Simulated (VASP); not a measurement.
A run of VASP 6.6.1 is set up as follows.

File INCAR:

```
SYSTEM = GaAs
ALGO = Normal
EDIFF = 1E-6
ENCUT = 520
GGA = PE
ISIF = 2
ISMEAR = 0
LASPH = .TRUE.
LCHARG = .TRUE.
LELF = .TRUE.
LREAL = .FALSE.
LVHAR = .TRUE.
LWAVE = .FALSE.
NBANDS = 16
NELM = 100
PREC = Accurate
SIGMA = 0.05
```

Contents of KPOINTS:

```
k-points
0
G
  10 10 10
  0 0 0
```

File POSCAR:

```
GaAs
1.0
    0.0000000000      2.8268500000      2.8268500000
    2.8268500000      0.0000000000      2.8268500000
    2.8268500000      2.8268500000      0.0000000000
Ga As
1 1
Direct
    0.0000000000      0.0000000000      0.0000000000
    0.7500000000      0.7500000000      0.7500000000
```

Potentials or basis: VASP PAW PBE potentials, release 64 (Ga_d, As).

Run with:

```sh
$ cat potpaw_PBE.64/Ga_d/POTCAR potpaw_PBE.64/As/POTCAR > POTCAR
$ mpirun -np 1 vasp_std > vasp.out
```

**Question.** Predict the pressure.

**Answer.** 3.5 GPa.

**Question.** What does it give for the band gap on the k mesh?

**Answer.** 0.52 eV, direct.

A k mesh can miss the band edges. Expect the measured gap to be larger: semilocal functionals such as PBE lack the derivative discontinuity.
